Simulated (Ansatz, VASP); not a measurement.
Mo: VASP beside Ansatz

Contents of INCAR:

```
SYSTEM = Mo
ALGO = Normal ; EDIFF = 1E-7
ENCUT = 520 ; GGA = PS
ISIF = 2 ; ISMEAR = -1
LASPH = .True. ; LCHARG = .False.
LREAL = .False. ; LWAVE = .False.
NBANDS = 21 ; NELM = 80
PREC = Accurate ; SIGMA = 0.1
```

The input KPOINTS:

```
k-points
0
Gamma
  15 15 8
  0 0 0
```

The input POSCAR:

```
Mo
1.0
   -1.9224562284      1.9222183163      1.3297379536
    1.9222183163     -1.9224562284      1.3297379536
    3.1712768062      3.1712768062     -1.3301736901
Mo
2
Direct
    0.9999516566      0.0000483434      0.0000000000
    0.7500483434      0.2499516566      0.5000000000
```

Input for Ansatz:

```yaml
crystal:
  lattice:
    - [-1.9224562284, 1.9222183163, 1.3297379536]
    - [1.9222183163, -1.9224562284, 1.3297379536]
    - [3.1712768062, 3.1712768062, -1.3301736901]
  atoms:
    - { symbol: Mo, position: [0.9999516566, 4.83434e-05, 0.0] }
    - { symbol: Mo, position: [0.7500483434, 0.2499516566, 0.5] }
hamiltonian:
  xc: pbesol
  pseudopotentials:
    kind: paw
    azcp:
      Mo: "pseudopotentials/Mo.paw.azcp"
basis:
  ecutwfc: 420
  fft_grid_basis: typed
kpoints:
  mp_grid: { grid: [15, 15, 8], shift: [0, 0, 0] }
magnetization:
  spin_polarized: false
scf:
  occupations: { method: fermi_dirac, width: 0.1 }
  lower_state_search: "off"
output:
  stress: true
  write_density: true
  write_potential: true
  elf: true
  volumetric_format: npy
```

Alike in both runs: task single point; functional PBEsol; k mesh 15 × 15 × 8; occupations fermi-dirac, width 0.1 eV; no spin polarisation.

|  | VASP | Ansatz |
| --- | --- | --- |
| version | VASP 6.6.1 | Ansatz 0.2.0 |
| potentials or method | VASP PAW PBE potentials, release 64 (Mo_sv), cutoff 520 eV | plane waves (420 eV) with PAW, scalar-relativistic |
| valence electrons in the cell | 28 | 28 |

|  | VASP | Ansatz | Ansatz less VASP |
| --- | --- | --- | --- |
| pressure (GPa) | -9.1 | -9.6 | -0.45 |
| traceless stress, the component that is largest in VASP (GPa) | -0.33 | -0.39 | -0.052 |

VASP's potentials were made for PBE, not for PBEsol, and Ansatz warns of the same on its side. The functional is the same, so the differences come from potentials, cutoffs and numerics.
